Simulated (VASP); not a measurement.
Here is a VASP 6.6.1 calculation.

File INCAR:

```
SYSTEM = Ir
  ALGO = Normal
  EDIFF = 1E-7
  ENCUT = 520
  GGA = PE
  ISIF = 2
  ISMEAR = -1
  LASPH = .TRUE.
  LCHARG = .FALSE.
  LREAL = .FALSE.
  LWAVE = .FALSE.
  NBANDS = 10
  NELM = 100
  PREC = Accurate
  SIGMA = 0.05
```

File KPOINTS:

```
k-points
0
G
  15 15 15
  0 0 0
```

The input POSCAR:

```
Ir
1.0
    0.0000000000      1.8805114529      1.8805114529
    1.8805114529      0.0000000000      1.8805114529
    1.8805114529      1.8805114529      0.0000000000
Ir
1
Direct
    0.0000000000      0.0000000000      0.0000000000
```

Potentials or basis: VASP PAW PBE potentials, release 64 (Ir).

Launch:

```bash
$ cat potpaw_PBE.64/Ir/POTCAR > POTCAR
$ mpirun -np 1 vasp_std > vasp.out
```

(1) Predict the pressure.

Answers

(1) 38.2 GPa.
